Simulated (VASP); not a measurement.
**CuO: density of states with PBE**

CuO:

```
Cu O
1.0
     0.00000    2.11656    2.11656
     2.11656    0.00000    2.11656
     2.11656    2.11656    0.00000
Cu O
1 1
Direct
  0.02950 0.02810 0.90803
  0.47050 0.47190 0.59197
```

This cell differs from its parent crystal: atom 2 moved 0.45 Å.

* Program: VASP 6.6.1
* Task: density of states
* Functional: PBE
* Potentials or basis: VASP PAW PBE potentials, release 64 (Cu, O)
* Cutoff: 520 eV
* k mesh: 11 × 11 × 11
* Occupations: fermi-dirac, width 0.05 eV
* Spin: no spin polarisation
* Dipole correction: no
* k mesh for the DOS: 17 × 17 × 17
* Occupations for the DOS: tetrahedron
* Further INCAR settings: ALGO = Normal; EDIFF = 1e-07

| Item | Value |
| --- | --- |
| Valence electrons inside the program's atomic spheres | Cu 9.94; O 4.98 |

Levels at points of the mesh, in eV from the Fermi level:
| k point | band 5 | band 6 | band 7 | band 8 | band 9 | band 10 | band 11 | band 12 |
| --- | --- | --- | --- | --- | --- | --- | --- | --- |
| (0.00, 0.00, 0.00) | -2.49 | -2.46 | -0.51 | -0.21 | -0.18 | 1.51 | 16.95 | 18.16 |

Run time: 3.8 min on 1 thread of Intel(R) Xeon(R) Platinum 8488C (Sapphire Rapids), on a shared host, peak memory 0.71 GiB.

Caveat: the cell differs from its parent crystal (atom 2 moved 0.45 Å); an odd number of electrons without spin polarisation forces a metal; a magnetic or distorted state may lie lower; semilocal functionals often make such compounds metallic where correlation or magnetic order opens a gap, which also shifts bond lengths.
